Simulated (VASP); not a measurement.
A run of VASP 6.6.1 is set up as follows.

INCAR

```
PREC = Accurate
ENCUT = 520
EDIFF = 1E-6
ISMEAR = 0
SIGMA = 0.1
LREAL = False
LASPH = True
NELM = 80
ALGO = Normal
ISIF = 2
LWAVE = False
LCHARG = True
GGA = PE
LELF = True
LVHAR = True
NBANDS = 22
```

File KPOINTS:

```
Automatic mesh
0
Gamma
  6 6 6
```

File POSCAR:

```
YHf2
1.0
   -1.8894032228      1.8894032228      5.3762883360
    1.8894032228     -1.8894032228      5.3762883360
    1.8894032228      1.8894032228     -5.3762883360
Y Hf
1 2
Direct
    0.0000000000      0.0000000000      0.0000000000
    0.6890146381      0.6890146381      0.0000000000
    0.3109853619      0.3109853619      0.0000000000
```

Potentials or basis: VASP PAW PBE potentials, release 64 (Y_sv, Hf_pv).

The run is started by

```console
$ cat potpaw_PBE.64/Y_sv/POTCAR potpaw_PBE.64/Hf_pv/POTCAR > POTCAR
$ mpirun -np 1 vasp_std > vasp.out
```

**Question.** Predict the pressure.

**Answer.** -0.3 GPa.

**Question.** Estimate the band gap on the k mesh.

**Answer.** Zero (an odd number of electrons rules out a gap without spin polarisation).

**Question.** Estimate the largest force.

**Answer.** 0.036 eV/Å.

Forces in eV/Å, atoms in the order of the input:
```
Y    0.000  0.000  0.000
Hf   0.000  0.000  0.036
Hf   0.000  0.000 -0.036
```

Caveat: spin-orbit coupling is left out, which moves the levels of the heavy elements.
